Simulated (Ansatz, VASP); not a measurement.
**In in VASP and in Ansatz**

The input INCAR:

```
SYSTEM = In
PREC = Accurate ; ENCUT = 520
EDIFF = 1E-8 ; ISMEAR = -1
SIGMA = 0.05 ; LREAL = .False.
LASPH = .True. ; NELM = 100
ALGO = Normal ; ISIF = 2
LWAVE = .False. ; LCHARG = .False.
LEFG = .True. ; NBANDS = 12
```

Contents of KPOINTS:

```
Automatic mesh
0
Gamma
  14 14 14
  0 0 0
```

File POSCAR:

```
In
1.0
   -1.6466505000      1.6219110000      2.4739500000
    1.6219110000     -1.6466505000      2.4739500000
    1.6303890000      1.6303890000     -2.4902115000
In
1
Direct
    0.0000000000      0.0000000000      0.0000000000
```

Input for Ansatz:

```yaml
crystal:
  lattice:
    - [-1.6466505, 1.621911, 2.47395]
    - [1.621911, -1.6466505, 2.47395]
    - [1.630389, 1.630389, -2.4902115]
  atoms:
    - { symbol: In, position: [0.0, 0.0, 0.0] }
kpoints:
  mp_grid: { grid: [14, 14, 14] }
scf:
  occupations: { method: fermi_dirac, width: 0.05 }
hamiltonian:
  xc: lda
  pseudopotentials: { kind: paw }
output:
  forces: true
  stress: true
  eigenvalues: true
  efg: { contact_densities: true }
```

Change from the starting cell: equal xy, yz and zx shear strains of -1 %, PAW files.

Alike in both runs: task electric field gradients; functional LDA; k mesh 14 × 14 × 14; occupations fermi-dirac, width 0.05 eV; no spin polarisation.

```csv
,VASP,Ansatz
version,VASP 6.6.1,Ansatz 0.2.0
potentials or method,"VASP PAW LDA potentials, release 64 (In_d)","PAW with Ansatz's default frozen-core files, scalar-relativistic"
plane-wave cutoff (eV),520,420
valence electrons in the cell,13,13
```

|  | VASP | Ansatz | Ansatz less VASP |
| --- | --- | --- | --- |
| pressure (GPa) | -2.7 | -2.7 | 0.00 |
| traceless stress, the component that is largest in VASP (GPa) | 0.24 | 0.23 | -0.006 |
| size of Vzz on the site where it differs most (V/Å²) | 22.0 | 21.9 | -0.11 |

LDA's correlation is that of Perdew and Zunger in VASP and of Perdew and Wang (1992) in Ansatz.
